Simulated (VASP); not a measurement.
Input of a VASP 6.6.1 run:

Contents of INCAR:

```
SYSTEM = Si
PREC = Accurate
ENCUT = 520
EDIFF = 1E-7
ISMEAR = 0
SIGMA = 0.02
LREAL = Auto
LASPH = .TRUE.
NELM = 100
ALGO = Normal
ISIF = 2
LWAVE = .FALSE.
LCHARG = .TRUE.
GGA = PE
IVDW = 12
LELF = .TRUE.
LVHAR = .TRUE.
NBANDS = 48
```

The input KPOINTS:

```
regular mesh
0
G
  2 2 2
  0 0 0
```

Contents of POSCAR:

```
Si
1.0
    0.0000000000      5.4300000000      5.4300000000
    5.4300000000      0.0000000000      5.4300000000
    5.4300000000      5.4300000000      0.0000000000
Si
17
Direct
    0.0007362799      0.0003263352      0.0000303867
    0.1250683241      0.1249983425      0.1248843462
    0.0003720994      0.0000496317      0.4987919890
    0.1221923573      0.1216470534      0.6277586556
    0.0004223757      0.4988989871     -0.0001601289
    0.1221785451      0.6280470534      0.1213083794
   -0.0063343462      0.5019151934      0.5016529466
    0.1218479742      0.6278575506      0.6276669429
    0.4989568140      0.0001695212     -0.0000965930
    0.6284843462      0.1215867403      0.1212657459
    0.5024191529     -0.0071116022      0.5017386740
    0.6280751381      0.1214615101      0.6276637201
    0.5024290055      0.5020028545     -0.0074286372
    0.6280987109      0.6278839779      0.1211683241
    0.5018802947      0.5015313076      0.5012677716
    0.6250499079      0.6242900552      0.6239911602
    0.3750933702      0.3742475138      0.3738727440
```

Potentials or basis: VASP PAW PBE potentials, release 64 (Si).

Command:

```bash
$ cat potpaw_PBE.64/Si/POTCAR > POTCAR
$ mpirun -np 1 vasp_std > vasp.out
```

Problem. Predict the pressure.

Solution. 2.4 GPa.

Problem. Estimate the largest force.

Solution. 0.030 eV/Å.

Forces in eV/Å, atoms in the order of the input:
```
Si   0.012  0.012  0.012
Si  -0.003 -0.001 -0.001
Si  -0.010 -0.016  0.021
Si  -0.003 -0.006  0.013
Si  -0.008  0.020 -0.017
Si  -0.001  0.016 -0.007
Si   0.000 -0.002  0.001
Si  -0.030 -0.002 -0.001
Si   0.016 -0.012 -0.015
Si   0.026 -0.001 -0.004
Si  -0.005 -0.004  0.005
Si  -0.002 -0.021  0.002
Si  -0.004  0.003 -0.003
Si  -0.001  0.003 -0.018
Si   0.009  0.008  0.009
Si   0.000  0.000  0.002
Si   0.005  0.002  0.000
```

Caveat: the k points lie up to 0.50 Å⁻¹ apart.
